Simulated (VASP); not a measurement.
# SrTe (Fm-3m) in VASP: a series of runs

Aim: see how the results for SrTe move with the level of theory and the settings. Levels: LDA, PBE. Tasks: single point.

Program: VASP 6.6.1. These are calculated values, not measurements. Logs are shortened: lines on timing, memory, paths and dates and some standing lists are left out, and cuts for length are marked.

### 1 The cell of the first run

Symmetry: Fm-3m, No. 225, cubic system. The conventional cell has a = 6.706 Å, b = 6.706 Å, c = 6.706 Å, α = 90.00°, β = 90.00°, γ = 90.00°. Within 4.4 Å of Sr (site symmetry m-3m) lie 6 Te at 3.35 Å. Within 4.4 Å of Te (site symmetry m-3m) lie 6 Sr at 3.35 Å.

### 2 Single point, LDA

File INCAR:

```
SYSTEM = SrTe
ALGO     = Normal         ! electronic algorithm
EDIFF    = 1E-6           ! SCF threshold, eV
ENCUT    = 500            ! plane-wave cutoff, eV
GGA_COMPAT= .False.      
ISIF     = 2              ! what is computed and relaxed
ISMEAR   = 0              ! smearing method
LASPH    = .True.         ! aspherical terms in the spheres
LCHARG   = .False.        ! write CHGCAR
LREAL    = .False.        ! projectors in reciprocal space
LWAVE    = .False.        ! write WAVECAR
NBANDS   = 15             ! bands
NELM     = 120            ! most SCF steps
PREC     = Accurate       ! precision mode
SIGMA    = 0.01           ! smearing width, eV
```

File KPOINTS:

```
k-points
0
Gamma
  4 4 4
  0 0 0
```

File POSCAR:

```
SrTe
1.0
    0.0000000000      3.3527582020      3.3527582020
    3.3527582020      0.0000000000      3.3527582020
    3.3527582020      3.3527582020      0.0000000000
Sr Te
1 1
Direct
    0.0000000000      0.0000000000      0.0000000000
    0.5000000000      0.5000000000      0.5000000000
```

Potentials or basis: VASP PAW LDA potentials, release 64 (Sr_sv, Te).

On the command line:

```console
$ cat potpaw_LDA.64/Sr_sv/POTCAR potpaw_LDA.64/Te/POTCAR > POTCAR
$ mpirun -np 1 vasp_std > vasp.out
```

OUTCAR:

```text
SYSTEM = SrTe
   EDIFF = 1E-6
   ENCUT = 500
   ISIF = 2
   ISMEAR = 0
   LASPH = .True.
   LREAL = .False.
   NELM = 120
   PREC = Accurate

 ion  position               nearest neighbor table
   1  0.000  0.000  0.000-   2 3.35   2 3.35   2 3.35   2 3.35   2 3.35   2 3.35
   2  0.500  0.500  0.500-   1 3.35   1 3.35   1 3.35   1 3.35   1 3.35   1 3.35

  LATTYP: Found a face centered cubic cell.
 ALAT       =     6.7055164040

  Lattice vectors:

 A1 = (   0.0000000000,   3.3527582020,   3.3527582020)
 A2 = (   3.3527582020,   0.0000000000,   3.3527582020)
 A3 = (   3.3527582020,   3.3527582020,   0.0000000000)

Analysis of symmetry for initial positions (statically):
=====================================================================
 Subroutine PRICEL returns:
 Original cell was already a primitive cell.

 Routine SETGRP: Setting up the symmetry group for a
 face centered cubic supercell.

 Subroutine GETGRP returns: Found 48 space group operations
 (whereof 48 operations were pure point group operations)
 out of a pool of 48 trial point group operations.

The static configuration has the point symmetry O_h .

Analysis of symmetry for dynamics (positions and initial velocities):
=====================================================================
 Subroutine PRICEL returns:
 Original cell was already a primitive cell.

 Routine SETGRP: Setting up the symmetry group for a
 face centered cubic supercell.

 Subroutine GETGRP returns: Found 48 space group operations
 (whereof 48 operations were pure point group operations)
 out of a pool of 48 trial point group operations.

The dynamic configuration has the point symmetry O_h .

 Subroutine INISYM returns: Found 48 space group operations
 (whereof 48 operations are pure point group operations),
 and found     1 'primitive' translations

----------------------------------------------------------------------------------------

                                     Primitive cell

  volume of cell :      75.3766

  direct lattice vectors                    reciprocal lattice vectors
     0.000000000  3.352758202  3.352758202    -0.149130945  0.149130945  0.149130945
     3.352758202  0.000000000  3.352758202     0.149130945 -0.149130945  0.149130945
     3.352758202  3.352758202  0.000000000     0.149130945  0.149130945 -0.149130945

  length of vectors
     4.741516121  4.741516121  4.741516121     0.258302374  0.258302374  0.258302374

  position of ions in fractional coordinates (direct lattice)
     0.000000000  0.000000000  0.000000000
     0.500000000  0.500000000  0.500000000

  ion indices of the primitive-cell ions
   primitive index   ion index
                 1           1
                 2           2

----------------------------------------------------------------------------------------

 KPOINTS: k-points

Automatic generation of k-mesh.
 Grid dimensions read from file:
 generate k-points for:    4    4    4

 Generating k-lattice:

  Cartesian coordinates                     Fractional coordinates (reciprocal lattice)
    -0.037282736  0.037282736  0.037282736     0.250000000  0.000000000  0.000000000
     0.037282736 -0.037282736  0.037282736     0.000000000  0.250000000  0.000000000
     0.037282736  0.037282736 -0.037282736     0.000000000  0.000000000  0.250000000

  Length of vectors
     0.064575594  0.064575594  0.064575594

  Shift w.r.t. Gamma in fractional coordinates (k-lattice)
     0.000000000  0.000000000  0.000000000

 Subroutine IBZKPT returns following result:
 ===========================================

 Found      8 irreducible k-points:

 Following reciprocal coordinates:
            Coordinates               Weight
  0.000000  0.000000  0.000000      1.000000
  0.250000  0.000000  0.000000      8.000000
  0.500000  0.000000  0.000000      4.000000
  0.250000  0.250000  0.000000      6.000000
  0.500000  0.250000  0.000000     24.000000
 -0.250000  0.250000  0.000000     12.000000
  0.500000  0.500000  0.000000      3.000000
 -0.250000  0.500000  0.250000      6.000000
   k-points           NKPTS =      8   k-points in BZ     NKDIM =      8   number of bands    NBANDS=     15
   number of dos      NEDOS =    301   number of ions     NIONS =      2
   total plane-waves  NPLWV =  46656
   dimension x,y,z NGX =    36 NGY =   36 NGZ =   36
   dimension x,y,z NGXF=    72 NGYF=   72 NGZF=   72
   ions per type =               1   1
   NGX,Y,Z   is equivalent  to a cutoff of  12.62, 12.62, 12.62 a.u.
   NGXF,Y,Z  is equivalent  to a cutoff of  25.24, 25.24, 25.24 a.u.
 SYSTEM =  SrTe
   PREC   = accura    normal or accurate (medium, high low for compatibility)
   ISTART =      0    job   : 0-new  1-cont  2-samecut
   ICHARG =      2    charge: 1-file 2-atom 10-const
   ISPIN  =      1    spin polarized calculation?
   LNONCOLLINEAR =      F non collinear calculations
   LSORBIT =      F    spin-orbit coupling
   LASPH  =      T    aspherical Exc in radial PAW
   ENCUT  =  500.0 eV  36.75 Ry    6.06 a.u.   8.64  8.64  8.64*2*pi/ulx,y,z
   NELM   =    120;   NELMIN=  2; NELMDL= -5     # of ELM steps
   EDIFF  = 0.1E-05   stopping-criterion for ELM
   LREAL  =      F    real-space projection
   EDIFFG = 0.1E-04   stopping-criterion for IOM
   NSW    =      0    number of steps for IOM
   IBRION =     -1    ionic relax: 0-MD 1-quasi-New 2-CG
   NFREE  =      0    steps in history (QN), initial steepest desc. (CG)
   ISIF   =      2    stress and relaxation
   ISYM   =      2    0-nonsym 1-usesym 2-fastsym
   POTIM  = 0.5000    time-step for ionic-motion
   TEBEG  =    0.0;   TEEND  =   0.0 temperature during run
   PSTRESS=    0.0 pullay stress
   NELECT =      16.0000    total number of electrons
   NUPDOWN=      -1.0000    fix difference up-down
   EMIN   =  10.00;   EMAX   =-10.00  energy-range for DOS
   EFERMI =   0.00;   METHOD = LEGACY
   ISMEAR =     0;   SIGMA  =   0.01  broadening in eV -4-tet -1-fermi 0-gaus
   EFERMI_NEDOS =   21; number of points for ismear=-14 and -15
   IALGO  =     38    algorithm
   IMIX   =      4    mixing-type and parameters
     AMIX     =   0.40;   BMIX     =  1.00
     AMIX_MAG =   1.60;   BMIX_MAG =  1.00
  volume/ion in A,a.u.               =      37.69       254.33
  Fermi-wavevector in a.u.,A,eV,Ry     =   0.976568  1.845446 12.975679  0.953686
  Thomas-Fermi vector in A             =   2.107197
   LORBIT       =      0    0 simple, 1 ext, 2 COOP (PROOUT), +10 PAW based schemes
   GGA     = CA    functional components
   LHFCALC =     F    Hartree Fock is set to
   AEXX    =    0.0000 exact exchange contribution
   IVDW    =     0    specifies the selected vdW correction
   LEPSILON=     F    determine dielectric tensor
   LRPA    =     F    only Hartree local field effects (RPA)
 non-spin polarized calculation
 Gauss-broadening in eV      SIGMA  =   0.01
  energy-cutoff  :      500.00
  volume of cell :       75.38
 maximum number of plane-waves:      1924
 NGX is ok and might be reduce to    36
   NGX = 17   NGY = 17   NGZ = 17

 number of electron      16.0000000 magnetization

 Free energy of the ion-electron system (eV)
  ---------------------------------------------------
  ext. energy  EPLUGINS =         0.00000000
  ---------------------------------------------------
  free energy    TOTEN  =        -9.19655942 eV

  energy without entropy =       -9.19655942  energy(sigma->0) =       -9.19655942

 E-fermi :   2.6090     XC(G=0):  -8.7280

 val. band max:        2.5586153238   @ k =   0.0000   0.0000   0.0000
 cond. band min:       4.1705771586   @ k =   0.5000   0.5000   0.0000
 fundamental gap:      1.6119618348
 Fermi energy:         2.6090096008

 k-point     1 :       0.0000    0.0000    0.0000
  band No.  band energies     occupation
      1     -32.0070      2.00000
      2     -14.0923      2.00000
      3     -14.0923      2.00000
      4     -14.0923      2.00000
      5      -7.4211      2.00000
      6       2.5586      2.00000
      7       2.5586      2.00000
      8       2.5586      2.00000
      9       5.0969      0.00000
     10       5.7069      0.00000
     11       5.7069      0.00000
     12       5.7069      0.00000
     13       6.3718      0.00000
     14       6.3718      0.00000
     15       9.9369      0.00000

 k-point     2 :       0.2500    0.0000    0.0000
  band No.  band energies     occupation
      1     -32.0049      2.00000
      2     -14.1538      2.00000
      3     -14.0951      2.00000
      4     -14.0951      2.00000
      5      -7.1327      2.00000
      6       0.8053      2.00000
      7       1.9127      2.00000
      8       1.9127      2.00000
      9       5.6287      0.00000
     10       6.4285      0.00000
     11       6.4285      0.00000
     12       7.4668      0.00000
     13       7.7870      0.00000
     14       7.7870      0.00000
     15      10.6457      0.00000

 k-point     3 :       0.5000    0.0000    0.0000
  band No.  band energies     occupation
      1     -32.0029      2.00000
      2     -14.2130      2.00000
      3     -14.0980      2.00000
      4     -14.0980      2.00000
      5      -6.8120      2.00000
      6      -0.2717      2.00000
      7       1.4634      2.00000
      8       1.4634      2.00000
      9       6.2974      0.00000
     10       7.5165      0.00000
     11       7.7028      0.00000
     12       7.7028      0.00000
     13       9.1092      0.00000
     14       9.1092      0.00000
     15      10.2173      0.00000
[... 55 lines left out ...]
 k-point     7 :       0.5000    0.5000    0.0000
  band No.  band energies     occupation
      1     -32.0015      2.00000
      2     -14.1742      2.00000
      3     -14.1254      2.00000
      4     -14.1254      2.00000
      5      -6.9892      2.00000
      6       0.5984      2.00000
      7       1.8251      2.00000
      8       1.8251      2.00000
      9       4.1706      0.00000
     10       6.1857      0.00000
     11       7.2565      0.00000
     12       8.4465      0.00000
     13       8.4931      0.00000
     14       8.4931      0.00000
     15      10.9320      0.00000

 k-point     8 :      -0.2500    0.5000    0.2500
  band No.  band energies     occupation
      1     -32.0015      2.00000
      2     -14.1497      2.00000
      3     -14.1497      2.00000
      4     -14.1331      2.00000
      5      -6.8931      2.00000
      6       0.9965      2.00000
      7       0.9965      2.00000
      8       1.0424      2.00000
      9       6.3504      0.00000
     10       6.3504      0.00000
     11       6.8203      0.00000
     12       8.0842      0.00000
     13       8.5029      0.00000
     14       9.9606      0.00000
     15      10.5439      0.00000

------------------------ aborting loop because EDIFF is reached ----------------------------------------

  FORCE on cell =-STRESS in cart. coord.  units (eV):
  Direction    XX          YY          ZZ          XY          YZ          ZX
  --------------------------------------------------------------------------------------
  -------------------------------------------------------------------------------------
  Total       -1.1668497     -1.1668497     -1.1668497      0.0000000      0.0000000      0.0000000
  in kB      -24.8021190    -24.8021190    -24.8021190      0.0000000      0.0000000      0.0000000
  external PRESSURE =     -24.8021190 kB  Pullay stress =       0.0000000 kB

 VOLUME and BASIS-vectors are now :
 -----------------------------------------------------------------------------
  energy-cutoff  :      500.00
  volume of cell :       75.38
      direct lattice vectors                 reciprocal lattice vectors
     0.000000000  3.352758202  3.352758202    -0.149130945  0.149130945  0.149130945
     3.352758202  0.000000000  3.352758202     0.149130945 -0.149130945  0.149130945
     3.352758202  3.352758202  0.000000000     0.149130945  0.149130945 -0.149130945

 POSITION                                       TOTAL-FORCE (eV/Angst)
 -----------------------------------------------------------------------------------
      0.00000      0.00000      0.00000        -0.000000      0.000000      0.000000
      3.35276      3.35276      3.35276         0.000000     -0.000000     -0.000000
 -----------------------------------------------------------------------------------
    total drift:                                0.000000      0.000000      0.000000

  FREE ENERGIE OF THE ION-ELECTRON SYSTEM (eV)
  ---------------------------------------------------
  free  energy   TOTEN  =        -9.1965594248 eV

  energy  without entropy=       -9.1965594248  energy(sigma->0) =       -9.19655942
```

Wall time 6 s (1 thread of Intel Xeon 8259CL, shared host); peak memory 0.17 GiB.

Results:

* Free energy: -9.1966 eV
* Pressure: -2.5 GPa
* Band gap on the k mesh: 1.61 eV (least direct gap 2.35 eV)

Caveat: spin-orbit coupling is left out, which moves the levels of the heavy elements.

[end of part 1 of 2]
